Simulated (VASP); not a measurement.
A run of VASP 6.6.1 is set up as follows.

The input INCAR:

```
PREC = Accurate ; ENCUT = 520
EDIFF = 1E-6 ; ISMEAR = 0
SIGMA = 0.02 ; LREAL = F
LASPH = T ; NELM = 60
ALGO = Normal ; ISIF = 2
LWAVE = F ; LCHARG = F
GGA = PE ; NBANDS = 17
```

File KPOINTS:

```
regular mesh
0
Gamma
  10 10 10
```

The input POSCAR:

```
SnSe
1.0
    0.0000000000      3.0001944818      3.0001944818
    3.0001944818      0.0000000000      3.0001944818
    3.0001944818      3.0001944818      0.0000000000
Sn Se
1 1
Direct
    0.0000000000      0.0000000000      0.0000000000
    0.5000000000      0.5000000000      0.5000000000
```

Potentials or basis: VASP PAW PBE potentials, release 64 (Sn_d, Se).

The run is started by

```console
$ cat potpaw_PBE.64/Sn_d/POTCAR potpaw_PBE.64/Se/POTCAR > POTCAR
$ mpirun -np 1 vasp_std > vasp.out
```

Question: What does it give for the band gap on the k mesh?

Answer: 0.51 eV, indirect (least direct gap 0.63 eV).

Question: What does it give for the pressure?

Answer: 1.5 GPa.

Caveat: spin-orbit coupling is left out, which moves the levels of the heavy elements. A k mesh can miss the band edges.
